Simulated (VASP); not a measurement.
# ZnAu (P1) in VASP: further runs

Aim: see how the results for ZnAu move with the level of theory and the settings. Levels: LDA, PBE. Tasks: single point.

Everything below comes from runs of VASP 6.6.1. Logs are shortened: lines on timing, memory, paths and dates and some standing lists are left out, and cuts for length are marked.

## (1) The cell of the first run

The typed cell holds 2 atoms: a = 3.147 Å, b = 3.147 Å, c = 3.147 Å, α = 90.00°, β = 90.00°, γ = 90.00°.

## (2) Single point, LDA

INCAR

```
ALGO = Normal
EDIFF = 1E-6
ENCUT = 520
ISIF = 2
ISMEAR = -1
LASPH = T
LCHARG = F
LREAL = F
LWAVE = F
NBANDS = 18
NELM = 60
PREC = Accurate
SIGMA = 0.1
```

KPOINTS

```
k-points
0
Gamma
  6 6 6
```

POSCAR

```
ZnAu
1.0
    3.1470000000      0.0000000000      0.0000000000
    0.0000000000      3.1470000000      0.0000000000
    0.0000000000      0.0000000000      3.1470000000
Au Zn
1 1
Direct
    0.0044500000     -0.0030310000     -0.0105960000
    0.4851550000      0.5154480000      0.5024370000
```

Potentials or basis: VASP PAW LDA potentials, release 64 (Au, Zn).

The run is started by

```bash
> cat potpaw_LDA.64/Au/POTCAR potpaw_LDA.64/Zn/POTCAR > POTCAR
> mpirun -np 1 vasp_std > vasp.out
```

OUTCAR:

```text
EDIFF = 1E-6
   ENCUT = 520
   ISIF = 2
   ISMEAR = -1
   LASPH = T
   LREAL = F
   NELM = 60
   PREC = Accurate

 ion  position               nearest neighbor table
   1  0.004  0.997  0.989-   2 2.63   2 2.68   2 2.70   2 2.70   2 2.75   2 2.75   2 2.77   2 2.82

   2  0.485  0.515  0.502-   1 2.63   1 2.68   1 2.70   1 2.70   1 2.75   1 2.75   1 2.77   1 2.82

  LATTYP: Found a simple cubic cell.
 ALAT       =     3.1470000000

  Lattice vectors:

 A1 = (   3.1470000000,   0.0000000000,   0.0000000000)
 A2 = (   0.0000000000,   3.1470000000,   0.0000000000)
 A3 = (   0.0000000000,   0.0000000000,   3.1470000000)

Analysis of symmetry for initial positions (statically):
=====================================================================
 Subroutine PRICEL returns:
 Original cell was already a primitive cell.

 Routine SETGRP: Setting up the symmetry group for a
 simple cubic supercell.

 Subroutine GETGRP returns: Found  1 space group operations
 (whereof  1 operations were pure point group operations)
 out of a pool of 48 trial point group operations.

The static configuration has the point symmetry C_1 .

Analysis of symmetry for dynamics (positions and initial velocities):
=====================================================================
 Subroutine PRICEL returns:
 Original cell was already a primitive cell.

 Routine SETGRP: Setting up the symmetry group for a
 simple cubic supercell.

 Subroutine GETGRP returns: Found  1 space group operations
 (whereof  1 operations were pure point group operations)
 out of a pool of 48 trial point group operations.

The dynamic configuration has the point symmetry C_1 .

 Subroutine INISYM returns: Found  1 space group operations
 (whereof  1 operations are pure point group operations),
 and found     1 'primitive' translations

----------------------------------------------------------------------------------------

                                     Primitive cell

  volume of cell :      31.1667

  direct lattice vectors                    reciprocal lattice vectors
     3.147000000  0.000000000  0.000000000     0.317762949  0.000000000  0.000000000
     0.000000000  3.147000000  0.000000000     0.000000000  0.317762949  0.000000000
     0.000000000  0.000000000  3.147000000     0.000000000  0.000000000  0.317762949

  length of vectors
     3.147000000  3.147000000  3.147000000     0.317762949  0.317762949  0.317762949

  position of ions in fractional coordinates (direct lattice)
     0.004450000  0.996969000  0.989404000
     0.485155000  0.515448000  0.502437000

  ion indices of the primitive-cell ions
   primitive index   ion index
                 1           1
                 2           2

----------------------------------------------------------------------------------------

 KPOINTS: k-points

Automatic generation of k-mesh.
 Grid dimensions read from file:
 generate k-points for:    6    6    6

 Generating k-lattice:

  Cartesian coordinates                     Fractional coordinates (reciprocal lattice)
     0.052960491  0.000000000  0.000000000     0.166666667  0.000000000  0.000000000
     0.000000000  0.052960491  0.000000000     0.000000000  0.166666667  0.000000000
     0.000000000  0.000000000  0.052960491     0.000000000  0.000000000  0.166666667

  Length of vectors
     0.052960491  0.052960491  0.052960491

  Shift w.r.t. Gamma in fractional coordinates (k-lattice)
     0.000000000  0.000000000  0.000000000

 Subroutine IBZKPT returns following result:
 ===========================================

 Found    112 irreducible k-points:

 Following reciprocal coordinates:
            Coordinates               Weight
  0.000000  0.000000  0.000000      1.000000
  0.166667  0.000000  0.000000      2.000000
  0.000000  0.166667  0.000000      2.000000
  0.000000  0.000000  0.166667      2.000000
  0.333333  0.000000  0.000000      2.000000
  0.000000  0.333333  0.000000      2.000000
[... 16 lines left out ...]
  0.000000 -0.333333  0.166667      2.000000
 -0.166667  0.000000  0.333333      2.000000
 [... further k-points ...]
   k-points           NKPTS =    112   k-points in BZ     NKDIM =    112   number of bands    NBANDS=     18
   number of dos      NEDOS =    301   number of ions     NIONS =      2
   total plane-waves  NPLWV =  13824
   dimension x,y,z NGX =    24 NGY =   24 NGZ =   24
   dimension x,y,z NGXF=    48 NGYF=   48 NGZF=   48
   ions per type =               1   1
   NGX,Y,Z   is equivalent  to a cutoff of  12.68, 12.68, 12.68 a.u.
   NGXF,Y,Z  is equivalent  to a cutoff of  25.36, 25.36, 25.36 a.u.
 SYSTEM =  unknown system
   PREC   = accura    normal or accurate (medium, high low for compatibility)
   ISTART =      0    job   : 0-new  1-cont  2-samecut
   ICHARG =      2    charge: 1-file 2-atom 10-const
   ISPIN  =      1    spin polarized calculation?
   LNONCOLLINEAR =      F non collinear calculations
   LSORBIT =      F    spin-orbit coupling
   LASPH  =      T    aspherical Exc in radial PAW
   ENCUT  =  520.0 eV  38.22 Ry    6.18 a.u.   5.85  5.85  5.85*2*pi/ulx,y,z
   NELM   =     60;   NELMIN=  2; NELMDL= -5     # of ELM steps
   EDIFF  = 0.1E-05   stopping-criterion for ELM
   LREAL  =      F    real-space projection
   EDIFFG = 0.1E-04   stopping-criterion for IOM
   NSW    =      0    number of steps for IOM
   IBRION =     -1    ionic relax: 0-MD 1-quasi-New 2-CG
   NFREE  =      0    steps in history (QN), initial steepest desc. (CG)
   ISIF   =      2    stress and relaxation
   ISYM   =      2    0-nonsym 1-usesym 2-fastsym
   POTIM  = 0.5000    time-step for ionic-motion
   TEBEG  =    0.0;   TEEND  =   0.0 temperature during run
   PSTRESS=    0.0 pullay stress
   NELECT =      23.0000    total number of electrons
   NUPDOWN=      -1.0000    fix difference up-down
   EMIN   =  10.00;   EMAX   =-10.00  energy-range for DOS
   EFERMI =   0.00;   METHOD = LEGACY
   ISMEAR =    -1;   SIGMA  =   0.10  broadening in eV -4-tet -1-fermi 0-gaus
   EFERMI_NEDOS =   21; number of points for ismear=-14 and -15
   IALGO  =     38    algorithm
   IMIX   =      4    mixing-type and parameters
     AMIX     =   0.40;   BMIX     =  1.00
     AMIX_MAG =   1.60;   BMIX_MAG =  1.00
  volume/ion in A,a.u.               =      15.58       105.16
  Fermi-wavevector in a.u.,A,eV,Ry     =   1.479406  2.795672 29.778283  2.188642
  Thomas-Fermi vector in A             =   2.593568
   LORBIT       =      0    0 simple, 1 ext, 2 COOP (PROOUT), +10 PAW based schemes
   GGA     = CA    functional components
   LHFCALC =     F    Hartree Fock is set to
   AEXX    =    0.0000 exact exchange contribution
   IVDW    =     0    specifies the selected vdW correction
   LEPSILON=     F    determine dielectric tensor
   LRPA    =     F    only Hartree local field effects (RPA)
 non-spin polarized calculation
  energy-cutoff  :      520.00
  volume of cell :       31.17
 maximum number of plane-waves:       848
   NGX = 11   NGY = 11   NGZ = 11

 number of electron      23.0000000 magnetization

 Free energy of the ion-electron system (eV)
  ---------------------------------------------------
  ext. energy  EPLUGINS =         0.00000000
  ---------------------------------------------------
  free energy    TOTEN  =        -6.69221297 eV

  energy without entropy =       -6.66516726  energy(sigma->0) =       -6.67869012

 E-fermi :   6.9298     XC(G=0): -12.6753

 val. band max:        6.4125915323   @ k =   0.3333  -0.1667   0.0000
 cond. band min:       7.0109454200   @ k =   0.1667  -0.1667   0.3333
 fundamental gap:      0.5983538877
 Fermi energy:         6.9298064711

 k-point     1 :       0.0000    0.0000    0.0000
  band No.  band energies     occupation
      1      -3.7637      2.00000
      2      -1.3051      2.00000
      3      -1.3018      2.00000
      4      -0.6394      2.00000
      5      -0.6233      2.00000
      6      -0.6223      2.00000
[... 10 lines left out ...]
     17      19.1011      0.00000
     18      25.2303      0.00000

 k-point     2 :       0.1667    0.0000    0.0000
  band No.  band energies     occupation
      1      -3.2778      2.00000
      2      -1.2060      2.00000
      3      -1.1673      2.00000
      4      -0.6392      2.00000
      5      -0.6284      2.00000
      6      -0.5912      2.00000
[... 10 lines left out ...]
     17      21.3568      0.00000
     18      24.7459      0.00000

 k-point     3 :       0.0000    0.1667    0.0000
  band No.  band energies     occupation
      1      -3.2777      2.00000
      2      -1.2057      2.00000
      3      -1.1676      2.00000
      4      -0.6396      2.00000
      5      -0.6283      2.00000
      6      -0.5910      2.00000
[... 10 lines left out ...]
     17      21.3587      0.00000
     18      24.7287      0.00000

 k-point     4 :       0.0000    0.0000    0.1667
  band No.  band energies     occupation
      1      -3.2773      2.00000
      2      -1.2040      2.00000
      3      -1.1696      2.00000
      4      -0.6418      2.00000
      5      -0.6275      2.00000
      6      -0.5898      2.00000
[... 375 lines left out ...]
      4      -0.7333      2.00000
      5      -0.5706      2.00000
      6      -0.4750      2.00000
[... 10 lines left out ...]
     17      21.2319      0.00000
     18      21.6103      0.00000

 k-point    23 :       0.0000   -0.3333    0.1667
  band No.  band energies     occupation
      1      -1.7205      2.00000
      2      -0.9977      2.00000
      3      -0.8091      2.00000
      4      -0.7403      2.00000
      5      -0.5634      2.00000
      6      -0.4716      2.00000
[... 10 lines left out ...]
     17      21.2051      0.00000
     18      21.6104      0.00000

 k-point    24 :      -0.1667    0.0000    0.3333
  band No.  band energies     occupation
      1      -1.7161      2.00000
      2      -0.9977      2.00000
      3      -0.8059      2.00000
      4      -0.7337      2.00000
      5      -0.5705      2.00000
      6      -0.4752      2.00000
[... 10 lines left out ...]
     17      21.2340      0.00000
     18      21.6067      0.00000

 [... further k-points ...]

------------------------ aborting loop because EDIFF is reached ----------------------------------------

  FORCE on cell =-STRESS in cart. coord.  units (eV):
  Direction    XX          YY          ZZ          XY          YZ          ZX
  --------------------------------------------------------------------------------------
  -------------------------------------------------------------------------------------
  Total       -1.1197930     -1.1169187     -1.1016914     -0.0676383      0.0464055     -0.0483712
  in kB      -57.5649475    -57.4171878    -56.6344000     -3.4770665      2.3855554     -2.4866049
  external PRESSURE =     -57.2055118 kB  Pullay stress =       0.0000000 kB

 VOLUME and BASIS-vectors are now :
 -----------------------------------------------------------------------------
  energy-cutoff  :      520.00
  volume of cell :       31.17
      direct lattice vectors                 reciprocal lattice vectors
     3.147000000  0.000000000  0.000000000     0.317762949  0.000000000  0.000000000
     0.000000000  3.147000000  0.000000000     0.000000000  0.317762949  0.000000000
     0.000000000  0.000000000  3.147000000     0.000000000  0.000000000  0.317762949

 POSITION                                       TOTAL-FORCE (eV/Angst)
 -----------------------------------------------------------------------------------
      0.01400      3.13746      3.11365        -0.182428      0.175093      0.124967
      1.52678      1.62211      1.58117         0.182428     -0.175093     -0.124967
 -----------------------------------------------------------------------------------
    total drift:                               -0.000172      0.000136      0.000066

  FREE ENERGIE OF THE ION-ELECTRON SYSTEM (eV)
  ---------------------------------------------------
  free  energy   TOTEN  =        -6.6922129711 eV

  energy  without entropy=       -6.6651672604  energy(sigma->0) =       -6.67869012
```

Wall time 29 s (1 thread of Intel Xeon Platinum 8259CL at 2.50GHz (Skylake/Cascade Lake), shared host); peak memory 0.18 GiB.

What came out:

```
Free energy            : -6.6922 eV
Pressure               : -5.7 GPa
Largest force          : 0.282 eV/Å
Band gap on the k mesh : zero (an odd number of electrons rules out a gap without spin polarisation)
```

Forces on the atoms (eV/Å):
```
Au  -0.182  0.175  0.125
Zn   0.182 -0.175 -0.125
```

Caveat: the cell stands under tension; spin-orbit coupling is left out, which moves the levels of the heavy elements.

[end of part 1 of 3]

The gap in the log of VASP goes by the Fermi energy; the results here count the filled bands.